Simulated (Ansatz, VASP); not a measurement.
**BN in VASP and in Ansatz**

File POSCAR:

```
BN
1.0
    2.5794789977      0.0000000000      0.0000000000
   -1.2897394989      2.2338943405      0.0000000000
    0.0000000000      0.0000000000      4.2268550000
B N
2 2
Direct
    0.6666666667      0.3333333333      0.9997240000
    0.3333333333      0.6666666667      0.4997240000
    0.6666666667      0.3333333333      0.6252760000
    0.3333333333      0.6666666667      0.1252760000
```

Contents of INCAR.step1:

```
PREC = Accurate
ENCUT = 910
ISMEAR = 0
SIGMA = 0.05
LREAL = False
LASPH = True
NELM = 120
NBANDS = 16
GGA = PE
ALGO = Normal
EDIFF = 1E-5
LWAVE = True
LCHARG = False
GGA_COMPAT = False
```

File INCAR.step2:

```
PREC = Accurate
ENCUT = 910
EDIFF = 1E-6
ISMEAR = 0
SIGMA = 0.05
LREAL = False
LASPH = True
NELM = 120
ALGO = Normal
ISIF = 2
LWAVE = False
LCHARG = False
METAGGA = R2SCAN
LMIXTAU = True
NBANDS = 16
ISTART = 1
GGA_COMPAT = False
```

The input KPOINTS:

```
Automatic mesh
0
Gamma
  12 12 6
```

Input for Ansatz:

```yaml
crystal:
  lattice:
    - [2.5794789977, 0.0, 0.0]
    - [-1.2897394989, 2.2338943405, 0.0]
    - [0.0, 0.0, 4.226855]
  atoms:
    - { symbol: B, position: [0.6666666667, 0.3333333333, 0.999724] }
    - { symbol: B, position: [0.3333333333, 0.6666666667, 0.499724] }
    - { symbol: "N", position: [0.6666666667, 0.3333333333, 0.625276] }
    - { symbol: "N", position: [0.3333333333, 0.6666666667, 0.125276] }
basis:
  ecutwfc: 500
kpoints:
  mp_grid: { grid: [12, 12, 6] }
hamiltonian:
  xc: r2scan
scf:
  occupations: { method: gaussian, width: 0.05 }
output:
  forces: true
  stress: true
  eigenvalues: true
```

Change from the starting cell: strain +0.0100 x Voigt [1, 1, 0, 0, 0, 0], atoms carried along.

Alike in both runs: task single point; functional r2SCAN; k mesh 12 × 12 × 6; occupations gaussian, width 0.05 eV; no spin polarisation.

```csv
,VASP,Ansatz
version,VASP 6.6.1,Ansatz 0.2.0
potentials or method,"VASP PAW PBE potentials, release 64 (B_h, N_h), cutoff 910 eV","scalar-relativistic, plane waves, PAW"
valence electrons in the cell,16,16
```

VASP gave:

- gap on the k mesh at the Fermi level (eV): 5.80
- least direct gap on the mesh (eV): 8.76
- rms of the force components (eV/Å): 0.016

Problem. Estimate Ansatz's values.

Solution. gap on the k mesh at the Fermi level (eV): 5.81; least direct gap on the mesh (eV): 8.76; rms of the force components (eV/Å): 0.014.

VASP's potentials were made for PBE, not for r2SCAN. Atom by atom the forces differ by 0.001 eV/Å (rms over components).

Noted on VASP's run: the cutoff is short for stress, so the pressure is rough.
